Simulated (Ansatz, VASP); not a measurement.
# AlRu in VASP and in Ansatz

File INCAR:

```
SYSTEM = AlRu
PREC = Accurate
ENCUT = 520
EDIFF = 1E-6
ISMEAR = -1
SIGMA = 0.05
LREAL = .False.
LASPH = .True.
NELM = 80
ALGO = Normal
ISIF = 2
LWAVE = .False.
LCHARG = .True.
GGA = PE
LELF = .True.
LVHAR = .True.
NBANDS = 16
```

Contents of KPOINTS:

```
regular mesh
0
Gamma
  12 12 12
  0 0 0
```

Contents of POSCAR:

```
AlRu
1.0
    2.9767532582      0.0000000000      0.0000000000
    0.0000000000      2.9767532582      0.0000000000
    0.0000000000      0.0000000000      3.0215160000
Al Ru
1 1
Direct
    0.0000000000      0.0000000000      0.0000000000
    0.5000000000      0.5000000000      0.5000000000
```

Input for Ansatz:

```yaml
crystal:
  lattice:
    - [2.9767532582, 0.0, 0.0]
    - [0.0, 2.9767532582, 0.0]
    - [0.0, 0.0, 3.021516]
  atoms:
    - { symbol: Al, position: [0.0, 0.0, 0.0] }
    - { symbol: Ru, position: [0.5, 0.5, 0.5] }
kpoints:
  mp_grid: { grid: [12, 12, 12] }
scf:
  occupations: { method: fermi_dirac, width: 0.05 }
hamiltonian:
  xc: pbe
  pseudopotentials: { kind: all_electron, lapw: { basis_error: 0.001 } }
output:
  forces: true
  stress: true
  eigenvalues: true
```

Change from the starting cell: z stretched by +1 % at fixed volume.

Alike in both runs: task single point; functional PBE; k mesh 12 × 12 × 12; occupations fermi-dirac, width 0.05 eV; no spin polarisation.

```csv
,VASP,Ansatz
version,VASP 6.6.1,Ansatz 0.2.0
potentials or method,"VASP PAW PBE potentials, release 64 (Al, Ru_pv), cutoff 520 eV","all-electron LAPW, scalar-relativistic"
```

Ansatz gave:

| Item | Value |
| --- | --- |
| pressure (GPa) | 2.5 |
| traceless stress, the component that is largest in VASP (GPa) | -1.79 |

What did VASP give for the same quantities?

Pressure (GPa): 2.5; traceless stress, the component that is largest in VASP (GPa): -1.80.

Ansatz ran all-electron here, and VASP with PAW potentials.
